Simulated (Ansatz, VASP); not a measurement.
Si8O17: VASP beside Ansatz

```
Si O
1.0
    -6.85130    0.00000    0.00000
     0.00000   -7.37610    0.00000
    -1.38543    0.00000    6.56388
Si O
8 17
Cartesian
  -3.6581 -3.7250 1.5289
  -4.5185 -3.7383 5.0075
  -2.0367 -4.6501 3.7519
  -6.1397 -4.6431 2.7760
  -7.0938 -0.0434 1.5274
  -1.0927 -0.0643 5.0023
  -5.4674 -0.9476 3.7504
  -2.7146 -0.9431 2.7799
  -0.6738 -3.9205 3.2334
  0.0002 -0.3306 -0.0192
  -6.4591 -5.9962 1.9632
  -1.7104 -6.0246 4.5179
  -6.3684 -1.2053 2.4109
  -1.8187 -1.2253 4.1173
  -2.9076 -3.7345 4.7755
  -5.2698 -3.7092 1.7664
  -4.0932 -0.2225 3.2644
  -3.3881 -4.0481 -0.0113
  -3.0545 -2.2892 1.9536
  -5.1008 -2.3001 4.5577
  -2.9505 -4.8873 2.4153
  -5.2519 -4.8917 4.1250
  -6.3321 -7.4176 4.7841
  -1.8502 -7.3903 1.7659
  -7.4923 -3.3234 5.9558
```

Alike in both runs: functional PBE; k mesh 1 × 1 × 2; occupations fermi-dirac, width 0.05 eV; collinear spin.

Ansatz relaxed the structure, and its values are those at the end. VASP's run is a single point on that final structure, the one shown.

```csv
,VASP,Ansatz
version,VASP 6.6.1,Ansatz 0.2.0
potentials or method,"VASP PAW PBE potentials, release 64 (Si, O), cutoff 520 eV","scalar-relativistic, plane waves, PAW"
valence electrons in the cell,134,134
```

|  | VASP | Ansatz | Ansatz less VASP |
| --- | --- | --- | --- |
| rms of the force components (eV/Å) | 0.024 | 0.016 | -0.0079 |
| net moment per atom (μB) | 0.08 | 0.08 | 0.000 |
| size of the moment on the site where the two differ most (μB) | 1.47 | 1.75 | +0.280 |

Site moments also hang on the region over which each program counts them.

The k mesh is coarse, so the values compare programs but aren't converged.
